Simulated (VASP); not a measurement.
# Mg2Se3 (R-3m) in VASP: single point with PBE

Aim: the single point of Mg2Se3 with PBE.

Everything below comes from runs of VASP 6.6.1. Logs are shortened: lines on timing, memory, paths and dates and some standing lists are left out, and cuts for length are marked.

### 1 The cell of the first run

Symmetry: R-3m, No. 166, trigonal system. Conventional cell: a = 4.053 Å, b = 4.053 Å, c = 23.749 Å, α = 90.00°, β = 90.00°, γ = 120.00°. Within 3.5 Å of Mg (site symmetry 3m) lie 6 Se at 2.66 to 2.83 Å. Within 3.7 Å of Se (site symmetry -3m) lie 6 Mg at 2.83 Å and 6 Se at 3.69 Å. Se (site symmetry 3m) has 3 Mg at 2.66 Å and 3 Se at 3.21 Å within 3.5 Å.

### 2 Single point, PBE

INCAR reads:

```
SYSTEM = Mg2Se3
ALGO = Normal
EDIFF = 1E-6
ENCUT = 520
GGA = PE
ISIF = 2
ISMEAR = 0
LASPH = .TRUE.
LCHARG = .TRUE.
LELF = .TRUE.
LREAL = .FALSE.
LVHAR = .TRUE.
LWAVE = .FALSE.
NBANDS = 19
NELM = 80
PREC = Accurate
SIGMA = 0.1
```

KPOINTS reads:

```
k-points
0
G
  12 12 12
  0 0 0
```

POSCAR reads:

```
Mg2Se3
1.0
    2.0266498663      1.1700868459      7.9162328111
   -2.0266498663      1.1700868459      7.9162328111
    0.0000000000     -2.3401736918      7.9162328111
Mg Se
2 3
Direct
    0.4006221100      0.4006221100      0.4006221100
    0.5993778900      0.5993778900      0.5993778900
    0.0000000000      0.0000000000      0.0000000000
    0.2130094644      0.2130094644      0.2130094644
    0.7869905356      0.7869905356      0.7869905356
```

Potentials or basis: VASP PAW PBE potentials, release 64 (Mg, Se).

Started as:

```console
$ cat potpaw_PBE.64/Mg/POTCAR potpaw_PBE.64/Se/POTCAR > POTCAR
$ mpirun -np 1 vasp_std > vasp.out
```

OUTCAR:

```text
SYSTEM = Mg2Se3
   EDIFF = 1E-6
   ENCUT = 520
   GGA = PE
   ISIF = 2
   ISMEAR = 0
   LASPH = .TRUE.
   LREAL = .FALSE.
   NELM = 80
   PREC = Accurate

 ion  position               nearest neighbor table
   1  0.401  0.401  0.401-   5 2.66   5 2.66   5 2.66   3 2.83   3 2.83   3 2.83
   2  0.599  0.599  0.599-   4 2.66   4 2.66   4 2.66   3 2.83   3 2.83   3 2.83
   3  0.000  0.000  0.000-   2 2.83   2 2.83   1 2.83   1 2.83   2 2.83   1 2.83
   4  0.213  0.213  0.213-   2 2.66   2 2.66   2 2.66
   5  0.787  0.787  0.787-   1 2.66   1 2.66   1 2.66

  LATTYP: Found a trigonal (rhomboedric) cell.
 ALAT       =     8.2548867241
 COS(alpha) =     0.8794505570

  Lattice vectors:

 A1 = (   2.0266498663,   1.1700868459,   7.9162328111)
 A2 = (  -2.0266498663,   1.1700868459,   7.9162328111)
 A3 = (   0.0000000000,  -2.3401736918,   7.9162328111)

Analysis of symmetry for initial positions (statically):
=====================================================================
 Subroutine PRICEL returns:
 Original cell was already a primitive cell.

 Routine SETGRP: Setting up the symmetry group for a
 trigonal (rhombohedral) supercell.

 Subroutine GETGRP returns: Found 12 space group operations
 (whereof 12 operations were pure point group operations)
 out of a pool of 12 trial point group operations.

The static configuration has the point symmetry D_3d.

Analysis of symmetry for dynamics (positions and initial velocities):
=====================================================================
 Subroutine PRICEL returns:
 Original cell was already a primitive cell.

 Routine SETGRP: Setting up the symmetry group for a
 trigonal (rhombohedral) supercell.

 Subroutine GETGRP returns: Found 12 space group operations
 (whereof 12 operations were pure point group operations)
 out of a pool of 12 trial point group operations.

The dynamic configuration has the point symmetry D_3d.

 Subroutine INISYM returns: Found 12 space group operations
 (whereof 12 operations are pure point group operations),
 and found     1 'primitive' translations

----------------------------------------------------------------------------------------

                                     Primitive cell

  volume of cell :     112.6333

  direct lattice vectors                    reciprocal lattice vectors
     2.026649866  1.170086846  7.916232811     0.246712571  0.142439570  0.042107571
    -2.026649866  1.170086846  7.916232811    -0.246712571  0.142439570  0.042107571
     0.000000000 -2.340173692  7.916232811     0.000000000 -0.284879139  0.042107571

  length of vectors
     8.254886724  8.254886724  8.254886724     0.287974255  0.287974255  0.287974255

  position of ions in fractional coordinates (direct lattice)
     0.400622110  0.400622110  0.400622110
     0.599377890  0.599377890  0.599377890
     0.000000000  0.000000000  0.000000000
     0.213009464  0.213009464  0.213009464
     0.786990536  0.786990536  0.786990536

  ion indices of the primitive-cell ions
   primitive index   ion index
                 1           1
                 2           2
                 3           3
                 4           4
                 5           5

----------------------------------------------------------------------------------------

 KPOINTS: k-points

Automatic generation of k-mesh.
 Grid dimensions read from file:
 generate k-points for:   12   12   12

 Generating k-lattice:

  Cartesian coordinates                     Fractional coordinates (reciprocal lattice)
     0.020559381  0.011869964  0.003508964     0.083333333 -0.000000000  0.000000000
    -0.020559381  0.011869964  0.003508964    -0.000000000  0.083333333  0.000000000
     0.000000000 -0.023739928  0.003508964     0.000000000  0.000000000  0.083333333

  Length of vectors
     0.023997855  0.023997855  0.023997855

  Shift w.r.t. Gamma in fractional coordinates (k-lattice)
     0.000000000  0.000000000  0.000000000

 Subroutine IBZKPT returns following result:
 ===========================================

 Found    189 irreducible k-points:

 Following reciprocal coordinates:
            Coordinates               Weight
  0.000000  0.000000  0.000000      1.000000
  0.083333  0.000000 -0.000000      6.000000
  0.166667 -0.000000 -0.000000      6.000000
  0.250000 -0.000000 -0.000000      6.000000
  0.333333 -0.000000 -0.000000      6.000000
  0.416667 -0.000000 -0.000000      6.000000
[... 16 lines left out ...]
  0.500000  0.166667  0.000000     12.000000
 -0.416667  0.166667  0.000000     12.000000
 [... further k-points ...]
   k-points           NKPTS =    189   k-points in BZ     NKDIM =    189   number of bands    NBANDS=     19
   number of dos      NEDOS =    301   number of ions     NIONS =      5
   total plane-waves  NPLWV = 262144
   dimension x,y,z NGX =    64 NGY =   64 NGZ =   64
   dimension x,y,z NGXF=   128 NGYF=  128 NGZF=  128
   ions per type =               2   3
   NGX,Y,Z   is equivalent  to a cutoff of  12.89, 12.89, 12.89 a.u.
   NGXF,Y,Z  is equivalent  to a cutoff of  25.78, 25.78, 25.78 a.u.
 SYSTEM =  Mg2Se3
   PREC   = accura    normal or accurate (medium, high low for compatibility)
   ISTART =      0    job   : 0-new  1-cont  2-samecut
   ICHARG =      2    charge: 1-file 2-atom 10-const
   ISPIN  =      1    spin polarized calculation?
   LNONCOLLINEAR =      F non collinear calculations
   LSORBIT =      F    spin-orbit coupling
   LASPH  =      T    aspherical Exc in radial PAW
   ENCUT  =  520.0 eV  38.22 Ry    6.18 a.u.  15.35 15.35 15.35*2*pi/ulx,y,z
   NELM   =     80;   NELMIN=  2; NELMDL= -5     # of ELM steps
   EDIFF  = 0.1E-05   stopping-criterion for ELM
   LREAL  =      F    real-space projection
[... 7 lines left out ...]
   TEBEG  =    0.0;   TEEND  =   0.0 temperature during run
   PSTRESS=    0.0 pullay stress
   NELECT =      22.0000    total number of electrons
   NUPDOWN=      -1.0000    fix difference up-down
   EMIN   =  10.00;   EMAX   =-10.00  energy-range for DOS
   EFERMI =   0.00;   METHOD = LEGACY
   ISMEAR =     0;   SIGMA  =   0.10  broadening in eV -4-tet -1-fermi 0-gaus
   EFERMI_NEDOS =   21; number of points for ismear=-14 and -15
   IALGO  =     38    algorithm
   IMIX   =      4    mixing-type and parameters
     AMIX     =   0.40;   BMIX     =  1.00
     AMIX_MAG =   1.60;   BMIX_MAG =  1.00
  volume/ion in A,a.u.               =      22.53       152.02
  Fermi-wavevector in a.u.,A,eV,Ry     =   0.949861  1.794978 12.275672  0.902236
  Thomas-Fermi vector in A             =   2.078184
   LORBIT       =      0    0 simple, 1 ext, 2 COOP (PROOUT), +10 PAW based schemes
   GGA     = PE    functional components
   LHFCALC =     F    Hartree Fock is set to
   AEXX    =    0.0000 exact exchange contribution
   IVDW    =     0    specifies the selected vdW correction
   LEPSILON=     F    determine dielectric tensor
   LRPA    =     F    only Hartree local field effects (RPA)
 non-spin polarized calculation
 Gauss-broadening in eV      SIGMA  =   0.10
  energy-cutoff  :      520.00
  volume of cell :      112.63
 maximum number of plane-waves:      3058
 NGX is ok and might be reduce to    64
   NGX = 31   NGY = 31   NGZ = 31

 number of electron      22.0000000 magnetization

 Free energy of the ion-electron system (eV)
  ---------------------------------------------------
  ext. energy  EPLUGINS =         0.00000000
  ---------------------------------------------------
  free energy    TOTEN  =       -16.88007401 eV

  energy without entropy =      -16.85526770  energy(sigma->0) =      -16.86767085

 E-fermi :   2.6911     XC(G=0):  -9.2376

 val. band max:        2.6899641846   @ k =   0.5000   0.5000  -0.0000
 cond. band min:       2.6919484993   @ k =   0.5000  -0.0000  -0.0000
 fundamental gap:      0.0019843148
 Fermi energy:         2.6911284087

 k-point     1 :       0.0000    0.0000    0.0000
  band No.  band energies     occupation
      1     -10.4632      2.00000
      2      -9.4570      2.00000
      3      -8.9047      2.00000
      4      -0.7457      2.00000
      5      -0.1196      2.00000
      6       1.6616      2.00000
[... 11 lines left out ...]
     18      10.2514      0.00000
     19      10.2514      0.00000

 k-point     2 :       0.0833    0.0000   -0.0000
  band No.  band energies     occupation
      1     -10.4165      2.00000
      2      -9.4383      2.00000
      3      -8.8853      2.00000
      4      -0.8037      2.00000
      5      -0.1602      2.00000
      6       1.3993      2.00000
[... 11 lines left out ...]
     18       9.6390      0.00000
     19      10.3419      0.00000

 k-point     3 :       0.1667   -0.0000   -0.0000
  band No.  band energies     occupation
      1     -10.2810      2.00000
      2      -9.3851      2.00000
      3      -8.8378      2.00000
      4      -0.9723      2.00000
      5      -0.3476      2.00000
      6       0.9009      2.00000
[... 11 lines left out ...]
     18       9.2381      0.00000
     19       9.9513      0.00000

 k-point     4 :       0.2500   -0.0000   -0.0000
  band No.  band energies     occupation
      1     -10.0721      2.00000
      2      -9.3077      2.00000
      3      -8.7906      2.00000
      4      -1.2356      2.00000
      5      -0.7127      2.00000
      6       0.3380      2.00000
[... 407 lines left out ...]
     18       9.6578      0.00000
     19      10.3867      0.00000

 k-point    23 :       0.5000    0.1667    0.0000
  band No.  band energies     occupation
      1      -9.4773      2.00000
      2      -9.1612      2.00000
      3      -8.8270      2.00000
      4      -1.5230      2.00000
      5      -1.3458      2.00000
      6      -0.5793      2.00000
[... 11 lines left out ...]
     18      10.3811      0.00000
     19      11.0547      0.00000

 k-point    24 :      -0.4167    0.1667    0.0000
  band No.  band energies     occupation
      1      -9.3824      2.00000
      2      -9.1089      2.00000
      3      -8.8877      2.00000
      4      -1.6708      2.00000
      5      -1.3732      2.00000
      6      -0.5802      2.00000
[... 11 lines left out ...]
     18      11.1696      0.00000
     19      11.3841      0.00000

 [... further k-points ...]

------------------------ aborting loop because EDIFF is reached ----------------------------------------

  FORCE on cell =-STRESS in cart. coord.  units (eV):
  Direction    XX          YY          ZZ          XY          YZ          ZX
  --------------------------------------------------------------------------------------
  -------------------------------------------------------------------------------------
  Total       -0.0608928     -0.0608928     -0.0124645      0.0000000      0.0000000      0.0000000
  in kB       -0.8661841     -0.8661841     -0.1773044      0.0000000      0.0000000      0.0000000
  external PRESSURE =      -0.6365575 kB  Pullay stress =       0.0000000 kB

 VOLUME and BASIS-vectors are now :
 -----------------------------------------------------------------------------
  energy-cutoff  :      520.00
  volume of cell :      112.63
      direct lattice vectors                 reciprocal lattice vectors
     2.026649866  1.170086846  7.916232811     0.246712571  0.142439570  0.042107571
    -2.026649866  1.170086846  7.916232811    -0.246712571  0.142439570  0.042107571
     0.000000000 -2.340173692  7.916232811     0.000000000 -0.284879139  0.042107571

 POSITION                                       TOTAL-FORCE (eV/Angst)
 -----------------------------------------------------------------------------------
      0.00000      0.00000      9.51425         0.000000     -0.000000     -0.004529
      0.00000      0.00000     14.23444         0.000000      0.000000      0.004529
      0.00000      0.00000      0.00000         0.000000      0.000000      0.000000
      0.00000      0.00000      5.05870         0.000000      0.000000      0.005093
      0.00000      0.00000     18.69000         0.000000     -0.000000     -0.005093
 -----------------------------------------------------------------------------------
    total drift:                                0.000000      0.000000     -0.000000

  FREE ENERGIE OF THE ION-ELECTRON SYSTEM (eV)
  ---------------------------------------------------
  free  energy   TOTEN  =       -16.8800740126 eV

  energy  without entropy=      -16.8552676963  energy(sigma->0) =      -16.86767085
```

It took 16 min on 1 thread of AMD EPYC 7R13 (Zen 3), shared host; peak memory 0.75 GiB.

What came out:

```
Free energy            : -16.8801 eV
Pressure               : -0.1 GPa
Largest force          : 0.005 eV/Å
Band gap on the k mesh : zero (bands 11 and 12 overlap by 0.55 eV)
```

Forces on the atoms (eV/Å):
```
Mg   0.000  0.000 -0.005
Mg   0.000  0.000  0.005
Se   0.000  0.000  0.000
Se   0.000  0.000  0.005
Se   0.000  0.000 -0.005
```

Levels at points of the mesh, in eV from the Fermi level:
| k point | band 8 | band 9 | band 10 | band 11 | band 12 | band 13 | band 14 | band 15 |
| --- | --- | --- | --- | --- | --- | --- | --- | --- |
| (0.00, 0.00, 0.00) | -0.96 | -0.96 | -0.08 | -0.08 | 1.01 | 2.91 | 4.12 | 4.95 |
| (0.50, 0.00, 0.00) | -1.90 | -1.52 | -1.25 | -0.02 | 0.00 | 2.79 | 4.86 | 5.09 |
| (0.50, 0.50, 0.00) | -1.98 | -1.13 | -1.11 | -0.53 | 0.00 | 2.76 | 4.27 | 5.57 |
| (0.50, 0.50, 0.50) | -0.80 | -0.62 | -0.62 | -0.22 | -0.22 | 3.24 | 4.56 | 5.00 |

Caveat: semilocal functionals underestimate gaps, so a narrow gap can read as zero.
